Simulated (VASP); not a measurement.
Runs of VASP 6.6.1 on CO2. Symmetry: Cmce, No. 64, orthorhombic system. The conventional cell has a = 5.272 Å, b = 4.775 Å, c = 6.587 Å, α = 90.00°, β = 90.00°, γ = 90.00°. C (site symmetry 2/m) has 2 O at 1.17 Å within 1.6 Å. Within 1.6 Å of O (site symmetry m) lie 1 C at 1.17 Å. 

```csv
task,level,gap on the mesh (eV),pressure (GPa),largest force (eV/Å)
electric field gradients,PBE,(b),4.3,0.79
single point,PBE,(a),3.9,0.65
electric field gradients,r2SCAN,7.24,0.4,0.05
single point,r2SCAN,7.30,2.5,0.80
```

Alike in all rows: potentials or basis VASP PAW PBE potentials, release 64 (C, O); no spin polarisation; cell as given; k mesh 9 × 9 × 5; cutoff (eV) 520; smearing fermi-dirac 0.01 eV.

Problem. Fill in the values left out.

Solution. (a) 6.62; (b) 6.63.

Caveats: an odd mesh through Γ misses points on the zone boundary, where band edges can lie; the cell stands under pressure (at least some runs); this functional lacks dispersion, which holds the molecules together, so the pressure and a relaxed volume are unreliable (at least some runs); the PAW data sets were made with another functional, which shifts forces and pressure a little (at least some runs).
